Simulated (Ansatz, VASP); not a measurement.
## One calculation of Be2WN3, two programs

```
CELL_PARAMETERS angstrom
1.93392 -3.12389 0.00000
1.93392 3.12389 0.00000
0.00000 0.00000 4.30287
ATOMIC_POSITIONS crystal
Be 0.00000 0.50000 0.50000
Be 0.50000 0.00000 0.50000
W 0.50000 0.50000 0.00000
N 0.17579 0.82421 0.00000
N 0.82421 0.17579 0.00000
N 0.00000 0.00000 0.50000
```

Change from the starting cell: species swapped into the CeGa2Cu3 type (Cmmm, No. 65).

Alike in both runs: functional PBE; k mesh 3 × 3 × 4; occupations gaussian, width 0.15 eV; no spin polarisation.

Ansatz relaxed the structure, and its values are those at the end. VASP's run is a single point on that final structure, the one shown.

```csv
,VASP,Ansatz
version,VASP 6.6.1,Ansatz 0.2.0
potentials or method,"VASP PAW PBE potentials, release 64 (Be, W_sv, N), cutoff 600 eV","scalar-relativistic, plane waves, PAW"
valence electrons in the cell,33,33
```

Ansatz gave:

- gap on the k mesh at the Fermi level (eV): none
- pressure (GPa): 0.2
- rms of the force components (eV/Å): 0.018

Question: What did VASP give for the same quantities?

Answer: gap on the k mesh at the Fermi level (eV): none; pressure (GPa): 0.7; rms of the force components (eV/Å): 0.030.

A gap of «none» marks a metal or a gap that the smearing closes.

The k mesh is coarse, so the values compare programs but aren't converged. Neither program's run includes spin-orbit coupling.
